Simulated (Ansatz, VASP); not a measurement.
## Two plane-wave programs on AgI

```xyz
4
Lattice="4.4850 0.0000 0.0000 -2.2425 3.8841 0.0000 0.0000 0.0000 7.3406" Properties=species:S:1:pos:R:3 pbc="T T T"
Ag    2.2425    1.2947    4.6079
Ag    0.0000    2.5894    0.9376
I     2.2425    1.2947    0.0167
I     0.0000    2.5894    3.6870
```

Alike in both runs: functional LDA; k mesh 8 × 8 × 4; occupations fermi-dirac, width 0.05 eV; no spin polarisation.

Ansatz relaxed the structure, and its values are those at the end. VASP's run is a single point on that final structure, the one shown.

|  | VASP | Ansatz |
| --- | --- | --- |
| version | VASP 6.6.1 | Ansatz 0.2.0 |
| potentials or method | VASP PAW LDA potentials, release 64 (Ag, I) | PAW with Ansatz's default frozen-core files, scalar-relativistic |
| plane-wave cutoff (eV) | 500 | 420 |
| valence electrons in the cell | 36 | 72 |

|  | VASP | Ansatz | Ansatz less VASP |
| --- | --- | --- | --- |
| pressure (GPa) | 0.0 | 0.0 | -0.01 |

LDA's correlation is that of Perdew and Zunger in VASP and of Perdew and Wang (1992) in Ansatz. VASP's potentials hold 36 valence electrons a cell and Ansatz's 72, so a difference there can come from the potentials and not from the codes.

Neither program's run includes spin-orbit coupling.
